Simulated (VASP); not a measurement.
# Mg2O (antifluorite type) (Fm-3m) in VASP: notebook, part 2 of 2

VASP 6.6.1. The steps go on from the part before.

## (4) Single point, PBE

This run uses another cell than the first one, of 14.95 Å³/atom.

The input, INCAR:

```
SYSTEM = Mg2O
ALGO = Normal ; EDIFF = 1E-6
ENCUT = 520 ; GGA = PE
ISIF = 2 ; ISMEAR = -1
LASPH = .True. ; LCHARG = .False.
LREAL = .False. ; LWAVE = .False.
NBANDS = 12 ; NELM = 80
PREC = Accurate ; SIGMA = 0.06122561905347299
```

The input, KPOINTS:

```
k-points
0
Gamma
  33 33 33
  0 0 0
```

The input, POSCAR:

```
Mg2O
1.0
    0.0000000000      2.8197007975      2.8197007975
    2.8197007975      0.0000000000      2.8197007975
    2.8197007975      2.8197007975      0.0000000000
Mg O
2 1
Direct
    0.2500000000      0.2500000000      0.2500000000
    0.7500000000      0.7500000000      0.7500000000
    0.0000000000      0.0000000000      0.0000000000
```

Potentials or basis: VASP PAW PBE potentials, release 64 (Mg, O).

Command:

```
> cat potpaw_PBE.64/Mg/POTCAR potpaw_PBE.64/O/POTCAR > POTCAR
> mpirun -np 1 vasp_std > vasp.out
```

OUTCAR:

```text
SYSTEM = Mg2O
   EDIFF = 1E-6
   ENCUT = 520
   GGA = PE
   ISIF = 2
   ISMEAR = -1
   LASPH = .True.
   LREAL = .False.
   NELM = 80
   PREC = Accurate

 ion  position               nearest neighbor table
   1  0.250  0.250  0.250-   3 2.44   3 2.44   3 2.44   3 2.44   2 2.82   2 2.82   2 2.82   2 2.82
                             2 2.82   2 2.82
   2  0.750  0.750  0.750-   3 2.44   3 2.44   3 2.44   3 2.44   1 2.82   1 2.82   1 2.82   1 2.82
                             1 2.82   1 2.82
   3  0.000  0.000  0.000-   1 2.44   2 2.44   2 2.44   2 2.44   2 2.44   1 2.44   1 2.44   1 2.44

  LATTYP: Found a face centered cubic cell.
 ALAT       =     5.6394015950

  Lattice vectors:

 A1 = (   0.0000000000,   2.8197007975,   2.8197007975)
 A2 = (   2.8197007975,   0.0000000000,   2.8197007975)
 A3 = (   2.8197007975,   2.8197007975,   0.0000000000)

Analysis of symmetry for initial positions (statically):
=====================================================================
 Subroutine PRICEL returns:
 Original cell was already a primitive cell.

 Routine SETGRP: Setting up the symmetry group for a
 face centered cubic supercell.

 Subroutine GETGRP returns: Found 48 space group operations
 (whereof 48 operations were pure point group operations)
 out of a pool of 48 trial point group operations.

The static configuration has the point symmetry O_h .

Analysis of symmetry for dynamics (positions and initial velocities):
=====================================================================
 Subroutine PRICEL returns:
 Original cell was already a primitive cell.

 Routine SETGRP: Setting up the symmetry group for a
 face centered cubic supercell.

 Subroutine GETGRP returns: Found 48 space group operations
 (whereof 48 operations were pure point group operations)
 out of a pool of 48 trial point group operations.

The dynamic configuration has the point symmetry O_h .

 Subroutine INISYM returns: Found 48 space group operations
 (whereof 48 operations are pure point group operations),
 and found     1 'primitive' translations

----------------------------------------------------------------------------------------

                                     Primitive cell

  volume of cell :      44.8373

  direct lattice vectors                    reciprocal lattice vectors
     0.000000000  2.819700797  2.819700797    -0.177323779  0.177323779  0.177323779
     2.819700797  0.000000000  2.819700797     0.177323779 -0.177323779  0.177323779
     2.819700797  2.819700797  0.000000000     0.177323779  0.177323779 -0.177323779

  length of vectors
     3.987659110  3.987659110  3.987659110     0.307133794  0.307133794  0.307133794

  position of ions in fractional coordinates (direct lattice)
     0.250000000  0.250000000  0.250000000
     0.750000000  0.750000000  0.750000000
     0.000000000  0.000000000  0.000000000

  ion indices of the primitive-cell ions
   primitive index   ion index
                 1           1
                 2           2
                 3           3

----------------------------------------------------------------------------------------

 KPOINTS: k-points

Automatic generation of k-mesh.
 Grid dimensions read from file:
[... 25 lines left out ...]
  0.090909  0.000000  0.000000      8.000000
  0.121212  0.000000  0.000000      8.000000
  0.151515  0.000000  0.000000      8.000000
[... 16 lines left out ...]
  0.181818  0.030303  0.000000     24.000000
  0.212121  0.030303  0.000000     24.000000
 [... further k-points ...]
   k-points           NKPTS =    969   k-points in BZ     NKDIM =    969   number of bands    NBANDS=     12
   number of dos      NEDOS =    301   number of ions     NIONS =      3
   total plane-waves  NPLWV =  27000
   dimension x,y,z NGX =    30 NGY =   30 NGZ =   30
   dimension x,y,z NGXF=    60 NGYF=   60 NGZF=   60
   ions per type =               2   1
   NGX,Y,Z   is equivalent  to a cutoff of  12.51, 12.51, 12.51 a.u.
   NGXF,Y,Z  is equivalent  to a cutoff of  25.01, 25.01, 25.01 a.u.
 SYSTEM =  Mg2O
   PREC   = accura    normal or accurate (medium, high low for compatibility)
   ISTART =      0    job   : 0-new  1-cont  2-samecut
   ICHARG =      2    charge: 1-file 2-atom 10-const
   ISPIN  =      1    spin polarized calculation?
   LNONCOLLINEAR =      F non collinear calculations
   LSORBIT =      F    spin-orbit coupling
   LASPH  =      T    aspherical Exc in radial PAW
   ENCUT  =  520.0 eV  38.22 Ry    6.18 a.u.   7.41  7.41  7.41*2*pi/ulx,y,z
   NELM   =     80;   NELMIN=  2; NELMDL= -5     # of ELM steps
   EDIFF  = 0.1E-05   stopping-criterion for ELM
   LREAL  =      F    real-space projection
   EDIFFG = 0.1E-04   stopping-criterion for IOM
   NSW    =      0    number of steps for IOM
   IBRION =     -1    ionic relax: 0-MD 1-quasi-New 2-CG
   NFREE  =      0    steps in history (QN), initial steepest desc. (CG)
   ISIF   =      2    stress and relaxation
   ISYM   =      2    0-nonsym 1-usesym 2-fastsym
   POTIM  = 0.5000    time-step for ionic-motion
   TEBEG  =    0.0;   TEEND  =   0.0 temperature during run
   PSTRESS=    0.0 pullay stress
   NELECT =      10.0000    total number of electrons
   NUPDOWN=      -1.0000    fix difference up-down
   EMIN   =  10.00;   EMAX   =-10.00  energy-range for DOS
   EFERMI =   0.00;   METHOD = LEGACY
   ISMEAR =    -1;   SIGMA  =   0.06  broadening in eV -4-tet -1-fermi 0-gaus
   EFERMI_NEDOS =   21; number of points for ismear=-14 and -15
   IALGO  =     38    algorithm
   IMIX   =      4    mixing-type and parameters
     AMIX     =   0.40;   BMIX     =  1.00
     AMIX_MAG =   1.60;   BMIX_MAG =  1.00
  volume/ion in A,a.u.               =      14.95       100.86
  Fermi-wavevector in a.u.,A,eV,Ry     =   0.992800  1.876120 13.410610  0.985652
  Thomas-Fermi vector in A             =   2.124637
   LORBIT       =      0    0 simple, 1 ext, 2 COOP (PROOUT), +10 PAW based schemes
   GGA     = PE    functional components
   LHFCALC =     F    Hartree Fock is set to
   AEXX    =    0.0000 exact exchange contribution
   IVDW    =     0    specifies the selected vdW correction
   LEPSILON=     F    determine dielectric tensor
   LRPA    =     F    only Hartree local field effects (RPA)
 non-spin polarized calculation
  energy-cutoff  :      520.00
  volume of cell :       44.84
 maximum number of plane-waves:      1243
 NGX is ok and might be reduce to    30
   NGX = 15   NGY = 15   NGZ = 15

 number of electron      10.0000005 magnetization

 Free energy of the ion-electron system (eV)
  ---------------------------------------------------
  ext. energy  EPLUGINS =         0.00000000
  ---------------------------------------------------
  free energy    TOTEN  =       -10.29136961 eV

  energy without entropy =      -10.28681028  energy(sigma->0) =      -10.28908995

 E-fermi :   4.6552     XC(G=0):  -9.5037

 val. band max:        4.6097849314   @ k =  -0.3636   0.2727   0.0303
 cond. band min:       4.6682168561   @ k =  -0.3636   0.2727   0.0909
 fundamental gap:      0.0584319247
 Fermi energy:         4.6552477382

 k-point     1 :       0.0000    0.0000    0.0000
  band No.  band energies     occupation
      1     -14.7767      2.00000
      2      -0.4249      2.00000
      3      -0.1932      2.00000
      4      -0.1932      2.00000
      5      -0.1932      2.00000
      6       9.0110      0.00000
      7       9.0110      0.00000
      8       9.0110      0.00000
      9      12.2431      0.00000
     10      12.2431      0.00000
     11      12.2432      0.00000
     12      12.3814      0.00000
[... 331 lines left out ...]
 k-point    24 :       0.2121    0.0303    0.0000
  band No.  band energies     occupation
      1     -14.7125      2.00000
      2      -1.6725      2.00000
      3      -0.2782      2.00000
      4      -0.2528      2.00000
      5       1.3944      2.00000
      6       7.4281      0.00000
      7       8.8938      0.00000
      8       8.9911      0.00000
      9      10.6282      0.00000
     10      11.2860      0.00000
     11      11.8896      0.00000
     12      14.5980      0.00000

 [... further k-points ...]
[... 5 lines left out ...]
  --------------------------------------------------------------------------------------
  -------------------------------------------------------------------------------------
  Total       -0.0698982     -0.0698982     -0.0698982      0.0000000     -0.0000000      0.0000000
  in kB       -2.4976827     -2.4976827     -2.4976827      0.0000000     -0.0000000      0.0000000
  external PRESSURE =      -2.4976827 kB  Pullay stress =       0.0000000 kB

 VOLUME and BASIS-vectors are now :
 -----------------------------------------------------------------------------
  energy-cutoff  :      520.00
  volume of cell :       44.84
      direct lattice vectors                 reciprocal lattice vectors
     0.000000000  2.819700797  2.819700797    -0.177323779  0.177323779  0.177323779
     2.819700797  0.000000000  2.819700797     0.177323779 -0.177323779  0.177323779
     2.819700797  2.819700797  0.000000000     0.177323779  0.177323779 -0.177323779

 POSITION                                       TOTAL-FORCE (eV/Angst)
 -----------------------------------------------------------------------------------
      1.40985      1.40985      1.40985         0.000000      0.000000      0.000000
      4.22955      4.22955      4.22955        -0.000000     -0.000000     -0.000000
      0.00000      0.00000      0.00000         0.000000      0.000000      0.000000
 -----------------------------------------------------------------------------------
    total drift:                                0.000000     -0.000000     -0.000000

  FREE ENERGIE OF THE ION-ELECTRON SYSTEM (eV)
  ---------------------------------------------------
  free  energy   TOTEN  =       -10.2913696118 eV

  energy  without entropy=      -10.2868102806  energy(sigma->0) =      -10.28908995
```

stdout:

```text
POSCAR found type information on POSCAR MgO
 POSCAR found :  2 types and       3 ions
 scaLAPACK will be used
 LDA part: xc-table for (Slater+PW92), standard interpolation
 POSCAR, INCAR and KPOINTS ok, starting setup
 FFT: planning ... GRIDC
 FFT: planning ... GRID_SOFT
 FFT: planning ... GRID
 WAVECAR not read
 entering main loop
```

Run time: 11 min. Hardware: 1 thread of Oxide Virtual Turin-like, shared host; peak memory 0.58 GiB.

What came out:

- Free energy: -10.2914 eV
- Pressure: -0.2 GPa
- Band gap on the k mesh: 0.06 eV (least direct gap 0.07 eV)

Levels at points of the mesh, in eV from the valence-band top:
| k point | band 1 | band 2 | band 3 | band 4 | band 5 | band 6 | band 7 | band 8 | band 9 | band 10 |
| --- | --- | --- | --- | --- | --- | --- | --- | --- | --- | --- |
| (0.00, 0.00, 0.00) | -19.39 | -5.03 | -4.80 | -4.80 | -4.80 | 4.40 | 4.40 | 4.40 | 7.63 | 7.63 |

Caveat: semilocal functionals underestimate gaps, and a narrow one can read as zero; an odd mesh through Γ misses points on the zone boundary, where band edges can lie.

## (5) Summary

```csv
cell,gap on the mesh (eV),pressure (GPa)
"a = 4.066 Å, angles 60.0°, 3 atoms",0.11,-3.3
"a = 3.961 Å, angles 60.0°, 3 atoms",0.03,1.0
"a = 3.988 Å, angles 60.0°, 3 atoms",0.06,-0.2
```

Alike in all rows: task single point; level PBE; potentials or basis VASP PAW PBE potentials, release 64 (Mg, O); no spin polarisation; k mesh 33 × 33 × 33; cutoff (eV) 520; smearing fermi-dirac 0.0612256 eV.

Caveats: semilocal functionals underestimate gaps, and a narrow one can read as zero; an odd mesh through Γ misses points on the zone boundary, where band edges can lie; the cell stands under tension (at least some runs); the smearing spreads over this small gap (at least some runs).

Absolute energies hang on the potentials; compare differences alone.

The gap in the log of VASP goes by the Fermi energy; the results here count the filled bands.